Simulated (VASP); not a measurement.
Runs of VASP 6.6.1 on MoH8. The structure is that of space group P6/mmm (No. 191), or close to it. The cells are those of the table. 

```tsv
task	cell	k mesh	cutoff (eV)	smearing	gap on the mesh (eV)	pressure (GPa)	relaxed volume (Å³/atom)	largest force (eV/Å)
single point	a = 3.418, b = 3.418, c = 5.983 Å, angles 90.0, 90.0, 120.0°, 9 atoms	6 × 6 × 4	520	gaussian 0.1 eV	(b)	0.0	-	0.04
relaxation of cell and atoms	relaxed from a = 3.422, b = 3.422, c = 6.716 Å, angles 90.0, 90.0, 120.0°, 9 atoms	6 × 6 × 4	600	gaussian 0.1 eV	none	0.3	5.96	0.01
single point	a = 3.422, b = 3.422, c = 6.716 Å, angles 90.0, 90.0, 120.0°, 9 atoms	6 × 6 × 4	520	gaussian 0.1 eV	none	-3.3	-	8.93
relaxation of cell and atoms	relaxed from a = 3.418, b = 3.418, c = 5.983 Å, angles 90.0, 90.0, 120.0°, 9 atoms	12 × 12 × 6	600	gaussian 0.01 eV	0.20	-0.1	(a)	0.01
single point	a = 3.414, b = 3.414, c = 5.894 Å, angles 90.0, 90.0, 120.0°, 9 atoms	12 × 12 × 6	520	gaussian 0.01 eV	0.13	-0.1	-	0.02
```

Alike in all rows: level PBE; potentials or basis VASP PAW PBE potentials, release 64 (H, Mo_sv); no spin polarisation.

Fill in the values left out.

(a) 6.73; (b) 0.21.

Caveats: the volume moved by over 15 % at a fixed basis, so the end points are rough (some runs); forces of over 1 eV/Å act on the atoms, so gaps and moduli don't describe the material at rest (some runs).

A k mesh can miss the band edges, and the runs leave out spin-orbit coupling on Mo.

A gap of «none» marks levels without a gap at the run's occupations.
